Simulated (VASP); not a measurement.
A run of VASP 6.6.1 is set up as follows.

The input INCAR:

```
SYSTEM = BN
PREC = Accurate
ENCUT = 520
EDIFF = 1E-7
ISMEAR = 0
SIGMA = 0.016
LREAL = .False.
LASPH = .True.
NELM = 60
ALGO = Normal
ISIF = 2
LWAVE = .False.
LCHARG = .True.
GGA = PE
LELF = .True.
LVHAR = .True.
NBANDS = 16
```

KPOINTS

```
Automatic mesh
0
Gamma
  12 12 6
  0 0 0
```

The input POSCAR:

```
BN
1.0
    2.5539396017      0.0000000000      0.0000000000
   -1.2769698009      2.2117765748      0.0000000000
    0.0000000000      0.0000000000      4.2268550000
N B
2 2
Direct
    0.3333333333      0.6666666667      0.1252760000
    0.6666666667      0.3333333333      0.6252760000
    0.3333333333      0.6666666667      0.4997240000
    0.6666666667      0.3333333333      0.9997240000
```

Potentials or basis: VASP PAW PBE potentials, release 64 (N, B).

Command:

```console
$ cat potpaw_PBE.64/N/POTCAR potpaw_PBE.64/B/POTCAR > POTCAR
$ mpirun -np 1 vasp_std > vasp.out
```

Question: Predict the band gap on the k mesh.

Answer: 5.20 eV, indirect (least direct gap 8.23 eV).

Question: What does it give for the pressure?

Answer: 0.2 GPa.

Question: Estimate the largest force.

Answer: 0.014 eV/Å.

Forces on the atoms (eV/Å):
```
N    0.000  0.000 -0.014
N    0.000  0.000 -0.014
B    0.000  0.000  0.014
B    0.000  0.000  0.014
```

A k mesh can miss the band edges. Expect the measured gap to be larger: semilocal functionals such as PBE lack the derivative discontinuity.
